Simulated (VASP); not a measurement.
# SiO2 (P4_32_12) in VASP: a series of runs

Runs on SiO2. Level: LDA. Tasks: single point.

Everything below comes from runs of VASP 6.6.1. Logs are shortened: lines on timing, memory, paths and dates and some standing lists are left out, and cuts for length are marked.

**1. The cell of the first run**

It takes space group P4_32_12 (No. 96, tetragonal). Conventional cell: a = 4.976 Å, b = 4.976 Å, c = 6.901 Å, α = 90.00°, β = 90.00°, γ = 90.00°. Within 2.1 Å of Si (site symmetry 2) lie 4 O at 1.61 Å. Within 2.1 Å of O (site symmetry 1) lie 2 Si at 1.61 Å.

**2. Single point, LDA**

The input, INCAR:

```
  PREC = Accurate
  ENCUT = 520
  EDIFF = 1E-7
  ISMEAR = 0
  SIGMA = 0.1
  LREAL = False
  LASPH = True
  NELM = 100
  ALGO = Normal
  ISIF = 2
  LWAVE = False
  LCHARG = False
  GGA = CA
  NBANDS = 44
```

The input, KPOINTS:

```
Automatic mesh
0
Gamma
  4 4 4
```

The input, POSCAR:

```
SiO2
1.0
    4.9755888200      0.0000000000      0.0000000000
    0.0000000000      4.9755888200      0.0000000000
    0.0000000000      0.0000000000      6.9008894400
Si O
4 8
Direct
    0.1967534400      0.1967534400      0.0000000000
    0.3032465600      0.6967534400      0.7500000000
    0.6967534400      0.3032465600      0.2500000000
    0.8032465600      0.8032465600      0.5000000000
    0.6103870700      0.7382423700      0.6820415600
    0.3896129300      0.2617576300      0.1820415600
    0.7382423700      0.6103870700      0.3179584400
    0.2382423700      0.8896129300      0.9320415600
    0.2617576300      0.3896129300      0.8179584400
    0.1103870700      0.7617576300      0.5679584400
    0.8896129300      0.2382423700      0.0679584400
    0.7617576300      0.1103870700      0.4320415600
```

Potentials or basis: VASP PAW LDA potentials, release 64 (Si, O).

The run is started by

```
cat potpaw_LDA.64/Si/POTCAR potpaw_LDA.64/O/POTCAR > POTCAR
mpirun -np 1 vasp_std > vasp.out
```

OUTCAR:

```text
PREC = Accurate
   ENCUT = 520
   EDIFF = 1E-7
   ISMEAR = 0
   LREAL = False
   LASPH = True
   NELM = 100
   ISIF = 2
   GGA = CA

 ion  position               nearest neighbor table
   1  0.197  0.197  0.000-   8 1.61  11 1.61   9 1.61   6 1.61   2 3.07   3 3.07   2 3.07   3 3.07

   2  0.303  0.697  0.750-   5 1.61   9 1.61   8 1.61  10 1.61   1 3.07   4 3.07   1 3.07   4 3.07

   3  0.697  0.303  0.250-   6 1.61   7 1.61  11 1.61  12 1.61   1 3.07   4 3.07   4 3.07   1 3.07

   4  0.803  0.803  0.500-  10 1.61  12 1.61   5 1.61   7 1.61   2 3.07   3 3.07   3 3.07   2 3.07

   5  0.610  0.738  0.682-   2 1.61   4 1.61
   6  0.390  0.262  0.182-   3 1.61   1 1.61
   7  0.738  0.610  0.318-   3 1.61   4 1.61
   8  0.238  0.890  0.932-   1 1.61   2 1.61
   9  0.262  0.390  0.818-   2 1.61   1 1.61
  10  0.110  0.762  0.568-   4 1.61   2 1.61
  11  0.890  0.238  0.068-   1 1.61   3 1.61
  12  0.762  0.110  0.432-   4 1.61   3 1.61

  LATTYP: Found a simple tetragonal cell.
 ALAT       =     4.9755888200
 C/A-ratio  =     1.3869493018

  Lattice vectors:

 A1 = (   4.9755888200,   0.0000000000,   0.0000000000)
 A2 = (   0.0000000000,   4.9755888200,   0.0000000000)
 A3 = (   0.0000000000,   0.0000000000,   6.9008894400)

Analysis of symmetry for initial positions (statically):
=====================================================================
 Subroutine PRICEL returns:
 Original cell was already a primitive cell.

 Routine SETGRP: Setting up the symmetry group for a
 simple tetragonal supercell.

 Subroutine GETGRP returns: Found  8 space group operations
 (whereof  2 operations were pure point group operations)
 out of a pool of 16 trial point group operations.

The static configuration has the point symmetry C_2 .
 The point group associated with its full space group is D_4 .

Analysis of symmetry for dynamics (positions and initial velocities):
=====================================================================
 Subroutine PRICEL returns:
 Original cell was already a primitive cell.

 Routine SETGRP: Setting up the symmetry group for a
 simple tetragonal supercell.

 Subroutine GETGRP returns: Found  8 space group operations
 (whereof  2 operations were pure point group operations)
 out of a pool of 16 trial point group operations.

The dynamic configuration has the point symmetry C_2 .
 The point group associated with its full space group is D_4 .

 Subroutine INISYM returns: Found  8 space group operations
 (whereof  2 operations are pure point group operations),
 and found     1 'primitive' translations

----------------------------------------------------------------------------------------

                                     Primitive cell

  volume of cell :     170.8418

  direct lattice vectors                    reciprocal lattice vectors
     4.975588820  0.000000000  0.000000000     0.200981238  0.000000000  0.000000000
     0.000000000  4.975588820  0.000000000     0.000000000  0.200981238  0.000000000
     0.000000000  0.000000000  6.900889440     0.000000000  0.000000000  0.144908857

  length of vectors
     4.975588820  4.975588820  6.900889440     0.200981238  0.200981238  0.144908857

  position of ions in fractional coordinates (direct lattice)
     0.196753440  0.196753440  0.000000000
     0.303246560  0.696753440  0.750000000
     0.696753440  0.303246560  0.250000000
     0.803246560  0.803246560  0.500000000
     0.610387070  0.738242370  0.682041560
     0.389612930  0.261757630  0.182041560
     0.738242370  0.610387070  0.317958440
     0.238242370  0.889612930  0.932041560
     0.261757630  0.389612930  0.817958440
     0.110387070  0.761757630  0.567958440
     0.889612930  0.238242370  0.067958440
     0.761757630  0.110387070  0.432041560

  ion indices of the primitive-cell ions
   primitive index   ion index
                 1           1
                 2           2
                 3           3
                 4           4
                 5           5
                 6           6
                 7           7
                 8           8
                 9           9
                10          10
                11          11
                12          12

----------------------------------------------------------------------------------------

 KPOINTS: Automatic mesh

Automatic generation of k-mesh.
 Grid dimensions read from file:
 generate k-points for:    4    4    4

 Generating k-lattice:

  Cartesian coordinates                     Fractional coordinates (reciprocal lattice)
     0.050245309  0.000000000  0.000000000     0.250000000  0.000000000  0.000000000
     0.000000000  0.050245309  0.000000000     0.000000000  0.250000000  0.000000000
     0.000000000  0.000000000  0.036227214     0.000000000  0.000000000  0.250000000

  Length of vectors
     0.050245309  0.050245309  0.036227214

  Shift w.r.t. Gamma in fractional coordinates (k-lattice)
     0.000000000  0.000000000  0.000000000

 Subroutine IBZKPT returns following result:
 ===========================================

 Found     18 irreducible k-points:

 Following reciprocal coordinates:
            Coordinates               Weight
  0.000000  0.000000  0.000000      1.000000
  0.250000  0.000000  0.000000      4.000000
  0.500000  0.000000  0.000000      2.000000
  0.250000  0.250000  0.000000      4.000000
  0.500000  0.250000  0.000000      4.000000
  0.500000  0.500000  0.000000      1.000000
[... 10 lines left out ...]
  0.500000  0.250000  0.500000      4.000000
  0.500000  0.500000  0.500000      1.000000
   k-points           NKPTS =     18   k-points in BZ     NKDIM =     18   number of bands    NBANDS=     44
   number of dos      NEDOS =    301   number of ions     NIONS =     12
   total plane-waves  NPLWV =  86400
   dimension x,y,z NGX =    40 NGY =   40 NGZ =   54
   dimension x,y,z NGXF=    80 NGYF=   80 NGZF=  108
   ions per type =               4   8
   NGX,Y,Z   is equivalent  to a cutoff of  13.36, 13.36, 13.01 a.u.
   NGXF,Y,Z  is equivalent  to a cutoff of  26.73, 26.73, 26.02 a.u.
 SYSTEM =  unknown system
   PREC   = accura    normal or accurate (medium, high low for compatibility)
   ISTART =      0    job   : 0-new  1-cont  2-samecut
   ICHARG =      2    charge: 1-file 2-atom 10-const
[... 6 lines left out ...]
   EDIFF  = 0.1E-06   stopping-criterion for ELM
   LREAL  =      F    real-space projection
   EDIFFG = 0.1E-05   stopping-criterion for IOM
   NSW    =      0    number of steps for IOM
   IBRION =     -1    ionic relax: 0-MD 1-quasi-New 2-CG
   NFREE  =      0    steps in history (QN), initial steepest desc. (CG)
   ISIF   =      2    stress and relaxation
   ISYM   =      2    0-nonsym 1-usesym 2-fastsym
   POTIM  = 0.5000    time-step for ionic-motion
   TEBEG  =    0.0;   TEEND  =   0.0 temperature during run
   PSTRESS=    0.0 pullay stress
   NELECT =      64.0000    total number of electrons
   NUPDOWN=      -1.0000    fix difference up-down
   EMIN   =  10.00;   EMAX   =-10.00  energy-range for DOS
   EFERMI =   0.00;   METHOD = LEGACY
   ISMEAR =     0;   SIGMA  =   0.10  broadening in eV -4-tet -1-fermi 0-gaus
   EFERMI_NEDOS =   21; number of points for ismear=-14 and -15
   IALGO  =     38    algorithm
   IMIX   =      4    mixing-type and parameters
     AMIX     =   0.40;   BMIX     =  1.00
     AMIX_MAG =   1.60;   BMIX_MAG =  1.00
  volume/ion in A,a.u.               =      14.24        96.07
  Fermi-wavevector in a.u.,A,eV,Ry     =   1.180149  2.230158 18.949534  1.392751
  Thomas-Fermi vector in A             =   2.316447
   LORBIT       =      0    0 simple, 1 ext, 2 COOP (PROOUT), +10 PAW based schemes
   GGA     = CA    functional components
   LHFCALC =     F    Hartree Fock is set to
   AEXX    =    0.0000 exact exchange contribution
   IVDW    =     0    specifies the selected vdW correction
   LEPSILON=     F    determine dielectric tensor
   LRPA    =     F    only Hartree local field effects (RPA)
 non-spin polarized calculation
 Gauss-broadening in eV      SIGMA  =   0.10
  energy-cutoff  :      520.00
  volume of cell :      170.84
 maximum number of plane-waves:      4630
 NGX is ok and might be reduce to    40
   NGX = 19   NGY = 19   NGZ = 25

 number of electron      63.9999966 magnetization

 Free energy of the ion-electron system (eV)
  ---------------------------------------------------
  ext. energy  EPLUGINS =         0.00000000
  ---------------------------------------------------
  free energy    TOTEN  =      -103.74664630 eV

  energy without entropy =     -103.74664630  energy(sigma->0) =     -103.74664630

 E-fermi :   0.4048     XC(G=0):  -9.0407

 val. band max:       -0.0776578214   @ k =   0.0000   0.0000   0.0000
 cond. band min:       5.4126915328   @ k =   0.0000   0.0000   0.0000
 fundamental gap:      5.4903493542
 Fermi energy:         0.4048177046

 k-point     1 :       0.0000    0.0000    0.0000
  band No.  band energies     occupation
      1     -19.3039      2.00000
      2     -18.3692      2.00000
      3     -18.3692      2.00000
      4     -17.1550      2.00000
      5     -17.1099      2.00000
      6     -17.1083      2.00000
[... 36 lines left out ...]
     43      11.0711      0.00000
     44      11.2191      0.00000

 k-point     2 :       0.2500    0.0000    0.0000
  band No.  band energies     occupation
      1     -19.1722      2.00000
      2     -18.5042      2.00000
      3     -18.2123      2.00000
      4     -17.3216      2.00000
      5     -17.1643      2.00000
      6     -17.1430      2.00000
[... 36 lines left out ...]
     43      10.9484      0.00000
     44      11.1621      0.00000

 k-point     3 :       0.5000    0.0000    0.0000
  band No.  band energies     occupation
      1     -18.8420      2.00000
      2     -18.8420      2.00000
      3     -17.7992      2.00000
      4     -17.7992      2.00000
      5     -17.1734      2.00000
      6     -17.1734      2.00000
[... 36 lines left out ...]
     43      10.7587      0.00000
     44      10.7587      0.00000

 k-point     4 :       0.2500    0.2500    0.0000
  band No.  band energies     occupation
      1     -19.0377      2.00000
      2     -18.3560      2.00000
      3     -18.3461      2.00000
      4     -17.5032      2.00000
      5     -17.1715      2.00000
      6     -17.1461      2.00000
[... 600 lines left out ...]
     43      10.8002      0.00000
     44      10.8002      0.00000

 k-point    17 :       0.5000    0.2500    0.5000
  band No.  band energies     occupation
      1     -18.6933      2.00000
      2     -18.6933      2.00000
      3     -17.9631      2.00000
      4     -17.9631      2.00000
      5     -17.1647      2.00000
      6     -17.1647      2.00000
[... 36 lines left out ...]
     43      10.8799      0.00000
     44      10.8799      0.00000

 k-point    18 :       0.5000    0.5000    0.5000
  band No.  band energies     occupation
      1     -18.3331      2.00000
      2     -18.3331      2.00000
      3     -18.3331      2.00000
      4     -18.3331      2.00000
      5     -17.1766      2.00000
      6     -17.1766      2.00000
[... 36 lines left out ...]
     43      10.0157      0.00000
     44      10.0157      0.00000

------------------------ aborting loop because EDIFF is reached ----------------------------------------

  FORCE on cell =-STRESS in cart. coord.  units (eV):
  Direction    XX          YY          ZZ          XY          YZ          ZX
  --------------------------------------------------------------------------------------
  -------------------------------------------------------------------------------------
  Total       -1.1128966     -1.1128966     -1.0296165      0.0000000      0.0000000      0.0000000
  in kB      -10.4368964    -10.4368964     -9.6558841      0.0000000      0.0000000      0.0000000
  external PRESSURE =     -10.1765590 kB  Pullay stress =       0.0000000 kB

 VOLUME and BASIS-vectors are now :
 -----------------------------------------------------------------------------
  energy-cutoff  :      520.00
  volume of cell :      170.84
      direct lattice vectors                 reciprocal lattice vectors
     4.975588820  0.000000000  0.000000000     0.200981238  0.000000000  0.000000000
     0.000000000  4.975588820  0.000000000     0.000000000  0.200981238  0.000000000
     0.000000000  0.000000000  6.900889440     0.000000000  0.000000000  0.144908857

 POSITION                                       TOTAL-FORCE (eV/Angst)
 -----------------------------------------------------------------------------------
      0.97896      0.97896      0.00000         0.013005      0.013005      0.000000
      1.50883      3.46676      5.17567        -0.013005      0.013005      0.000000
      3.46676      1.50883      1.72522         0.013005     -0.013005      0.000000
      3.99662      3.99662      3.45044        -0.013005     -0.013005      0.000000
      3.03704      3.67319      4.70669        -0.028931     -0.003818     -0.057324
      1.93855      1.30240      1.25625         0.028931      0.003818     -0.057324
      3.67319      3.03704      2.19420        -0.003818     -0.028931      0.057324
      1.18540      4.42635      6.43192        -0.003818      0.028931     -0.057324
      1.30240      1.93855      5.64464         0.003818      0.028931      0.057324
      0.54924      3.79019      3.91942        -0.028931      0.003818      0.057324
      4.42635      1.18540      0.46897         0.028931     -0.003818      0.057324
      3.79019      0.54924      2.98147         0.003818     -0.028931     -0.057324
 -----------------------------------------------------------------------------------
    total drift:                                0.000000     -0.000000     -0.000000

  FREE ENERGIE OF THE ION-ELECTRON SYSTEM (eV)
  ---------------------------------------------------
  free  energy   TOTEN  =      -103.7466463003 eV

  energy  without entropy=     -103.7466463003  energy(sigma->0) =     -103.74664630
```

Wall time 5.7 min (1 thread of AMD EPYC 7R13, shared host); peak memory 0.23 GiB.

Results:

```
Free energy            : -103.7466 eV
Pressure               : -1.0 GPa
Largest force          : 0.064 eV/Å
Band gap on the k mesh : 5.49 eV, direct
```

Forces in eV/Å, atoms in the order of the input:
```
Si   0.013  0.013  0.000
Si  -0.013  0.013  0.000
Si   0.013 -0.013  0.000
Si  -0.013 -0.013  0.000
O   -0.029 -0.004 -0.057
O    0.029  0.004 -0.057
O   -0.004 -0.029  0.057
O   -0.004  0.029 -0.057
O    0.004  0.029  0.057
O   -0.029  0.004  0.057
O    0.029 -0.004  0.057
O    0.004 -0.029 -0.057
```

Stress tensor (GPa, compression positive):
```
-1.04  0.00  0.00
 0.00 -1.04  0.00
 0.00  0.00 -0.97
```

**3. Single point, LDA**

This run uses another cell than the first one, of 14.04 Å³/atom, 0.986 times its volume.

The input, INCAR:

```
SYSTEM = SiO2
PREC     = Accurate       ! precision mode
ENCUT    = 520            ! plane-wave cutoff, eV
EDIFF    = 1E-6           ! SCF threshold, eV
ISMEAR   = 0              ! smearing method
SIGMA    = 0.02           ! smearing width, eV
LREAL    = .FALSE.        ! projectors in reciprocal space
LASPH    = .TRUE.         ! aspherical terms in the spheres
NELM     = 60             ! most SCF steps
ALGO     = Normal         ! electronic algorithm
ISIF     = 2              ! what is computed and relaxed
LWAVE    = .FALSE.        ! write WAVECAR
LCHARG   = .TRUE.         ! write CHGCAR
LELF     = .TRUE.         ! ELF
LVHAR    = .TRUE.       
NBANDS   = 44             ! bands
```

The input, KPOINTS:

```
Automatic mesh
0
G
  6 6 4
  0 0 0
```

The input, POSCAR:

```
SiO2
1.0
    4.9483458051      0.0000000000      0.0000000000
    0.0000000000      4.9483458051      0.0000000000
    0.0000000000      0.0000000000      6.8783009385
Si O
4 8
Direct
    0.1961473801      0.1961473801      0.0000000000
    0.3038526199      0.6961473801      0.7500000000
    0.6961473801      0.3038526199      0.2500000000
    0.8038526199      0.8038526199      0.5000000000
    0.6122954635      0.7375222759      0.6828354044
    0.3877045365      0.2624777241      0.1828354044
    0.7375222759      0.6122954635      0.3171645956
    0.2375222759      0.8877045365      0.9328354044
    0.2624777241      0.3877045365      0.8171645956
    0.1122954635      0.7624777241      0.5671645956
    0.8877045365      0.2375222759      0.0671645956
    0.7624777241      0.1122954635      0.4328354044
```

Potentials or basis: VASP PAW LDA potentials, release 64 (Si, O).

The run is started by

```
cat potpaw_LDA.64/Si/POTCAR potpaw_LDA.64/O/POTCAR > POTCAR
mpirun -np 1 vasp_std > vasp.out
```

It took 8.5 min on 1 thread of AMD EPYC 7R13, shared host; peak memory 0.27 GiB.

The run converged. Its results:

```yaml
Free_energy: -103.7461 eV
Pressure: 0.6 GPa
Largest_force: 0.028 eV/Å
Band_gap_on_the_k_mesh: 5.55 eV, direct
```

Forces on the atoms (eV/Å):
```
Si  -0.020 -0.020  0.000
Si   0.020 -0.020  0.000
Si  -0.020  0.020  0.000
Si   0.020  0.020  0.000
O    0.019 -0.003  0.020
O   -0.019  0.003  0.020
O   -0.003  0.019 -0.020
O   -0.003 -0.019  0.020
O    0.003 -0.019 -0.020
O    0.019  0.003 -0.020
O   -0.019 -0.003 -0.020
O    0.003  0.019  0.020
```

Levels at points of the mesh, in eV from the valence-band top:
| k point | band 29 | band 30 | band 31 | band 32 | band 33 | band 34 | band 35 | band 36 |
| --- | --- | --- | --- | --- | --- | --- | --- | --- |
| (0.00, 0.00, 0.00) | -0.69 | -0.31 | -0.31 | 0.00 | 5.55 | 8.60 | 8.60 | 9.13 |
| (0.50, 0.00, 0.00) | -0.66 | -0.66 | -0.50 | -0.50 | 7.61 | 7.61 | 9.01 | 9.01 |
| (0.50, 0.50, 0.00) | -0.60 | -0.60 | -0.54 | -0.54 | 8.53 | 8.53 | 8.69 | 8.69 |
| (0.00, 0.00, 0.50) | -0.55 | -0.55 | -0.40 | -0.40 | 6.82 | 6.82 | 9.17 | 9.17 |
| (0.50, 0.00, 0.50) | -0.94 | -0.94 | -0.18 | -0.18 | 7.99 | 7.99 | 8.76 | 8.76 |
| (0.50, 0.50, 0.50) | -0.61 | -0.61 | -0.61 | -0.61 | 9.04 | 9.04 | 9.04 | 9.04 |

A k mesh can miss the band edges. LDA gaps usually lie below the measured ones, often by a third to a half.

**4. Single point, LDA**

This run uses another cell than the first one, of 14.04 Å³/atom, 0.986 times its volume.

The input, INCAR:

```
PREC     = Accurate       # precision mode
ENCUT    = 520            # plane-wave cutoff, eV
EDIFF    = 1E-6           # SCF threshold, eV
ISMEAR   = 0              # smearing method
SIGMA    = 0.02           # smearing width, eV
LREAL    = False          # projectors in reciprocal space
LASPH    = True           # aspherical terms in the spheres
NELM     = 100            # most SCF steps
ALGO     = Normal         # electronic algorithm
ISIF     = 2              # what is computed and relaxed
LWAVE    = False          # write WAVECAR
LCHARG   = False          # write CHGCAR
NBANDS   = 44             # bands
```

The input, KPOINTS:

```
Automatic mesh
0
Gamma
  6 6 4
```

POSCAR is that of step 3.

The run is started by

```
cat potpaw_LDA.64/Si/POTCAR potpaw_LDA.64/O/POTCAR > POTCAR
mpirun -np 1 vasp_std > vasp.out
```

It took 8.5 min on 1 thread of AMD EPYC 7R13, shared host; peak memory 0.27 GiB.

Results (log left out):

```yaml
Free_energy: -103.7461 eV
Pressure: 0.6 GPa
Largest_force: 0.028 eV/Å
Band_gap_on_the_k_mesh: 5.55 eV, direct
```

Forces on the atoms (eV/Å):
```
Si  -0.020 -0.020  0.000
Si   0.020 -0.020  0.000
Si  -0.020  0.020  0.000
Si   0.020  0.020  0.000
O    0.019 -0.003  0.020
O   -0.019  0.003  0.020
O   -0.003  0.019 -0.020
O   -0.003 -0.019  0.020
O    0.003 -0.019 -0.020
O    0.019  0.003 -0.020
O   -0.019 -0.003 -0.020
O    0.003  0.019  0.020
```

Levels at points of the mesh, in eV from the valence-band top:
| k point | band 30 | band 31 | band 32 | band 33 | band 34 | band 35 |
| --- | --- | --- | --- | --- | --- | --- |
| (0.00, 0.00, 0.00) | -0.31 | -0.31 | 0.00 | 5.55 | 8.60 | 8.60 |
| (0.50, 0.00, 0.00) | -0.66 | -0.50 | -0.50 | 7.61 | 7.61 | 9.01 |
| (0.50, 0.50, 0.00) | -0.60 | -0.54 | -0.54 | 8.53 | 8.53 | 8.69 |
| (0.00, 0.00, 0.50) | -0.55 | -0.40 | -0.40 | 6.82 | 6.82 | 9.17 |
| (0.50, 0.00, 0.50) | -0.94 | -0.18 | -0.18 | 7.99 | 7.99 | 8.76 |
| (0.50, 0.50, 0.50) | -0.61 | -0.61 | -0.61 | 9.04 | 9.04 | 9.04 |
